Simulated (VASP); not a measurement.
Input of a VASP 6.6.1 run:

Contents of INCAR:

```
SYSTEM = Mn
ALGO = Normal ; EDIFF = 1E-6
ENCUT = 520 ; GGA = PE
ISIF = 2 ; ISMEAR = -1
LASPH = .TRUE. ; LCHARG = .TRUE.
LELF = .TRUE. ; LREAL = .FALSE.
LVHAR = .TRUE. ; LWAVE = .FALSE.
NBANDS = 26 ; NELM = 80
PREC = Accurate ; SIGMA = 0.1
```

KPOINTS

```
k-points
0
G
  12 12 17
  0 0 0
```

POSCAR

```
Mn
1.0
    3.9575973508      0.0000000000      0.0000000000
   -1.9787986754      3.4273798438      0.0000000000
    0.0000000000      0.0000000000      2.4822228561
Mn
3
Direct
    0.0000000000      0.0000000000      0.0000000000
    0.3333333333      0.6666666667      0.5000000000
    0.6666666667      0.3333333333      0.5000000000
```

Potentials or basis: VASP PAW PBE potentials, release 64 (Mn_pv).

The run is started by

```sh
$ cat potpaw_PBE.64/Mn_pv/POTCAR > POTCAR
$ mpirun -np 1 vasp_std > vasp.out
```

(1) Estimate the pressure.

Results:

(1) -9.8 GPa.

Caveat: the run has no spin polarisation, though such a crystal can be magnetic.
